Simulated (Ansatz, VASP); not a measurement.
One calculation of Cu, two programs

```
CELL_PARAMETERS angstrom
1.26720 -4.13543 0.00000
1.26720 4.13543 0.00000
0.00000 0.00000 2.57452
ATOMIC_POSITIONS crystal
Cu 0.13387 0.86613 0.25000
Cu 0.86613 0.13387 0.75000
```

Change from the starting cell: strain +0.040 along x and y, +0.040 along z, atoms carried along.

Alike in both runs: task single point; functional PBEsol; k mesh 20 × 20 × 20; occupations gaussian, width 0.15 eV; no spin polarisation.

|  | VASP | Ansatz |
| --- | --- | --- |
| version | VASP 6.6.1 | Ansatz 0.2.0 |
| potentials or method | VASP PAW PBE potentials, release 64 (Cu), cutoff 520 eV | scalar-relativistic, plane waves, PAW |
| valence electrons in the cell | 22 | 38 |

```tsv
	VASP	Ansatz	Ansatz less VASP
gap on the k mesh at the Fermi level (eV)	none	none	-
pressure (GPa)	-13.6	-14.2	-0.55
traceless stress, the component that is largest in VASP (GPa)	0.80	0.90	+0.096
rms of the force components (eV/Å)	0.072	0.075	+0.0029
```

VASP's potentials were made for PBE, not for PBEsol. Atom by atom the forces differ by 0.003 eV/Å (rms over components). A gap of «none» marks a metal or a gap that the smearing closes. VASP's potentials hold 22 valence electrons a cell and Ansatz's 38, so a difference there can come from the potentials and not from the codes.
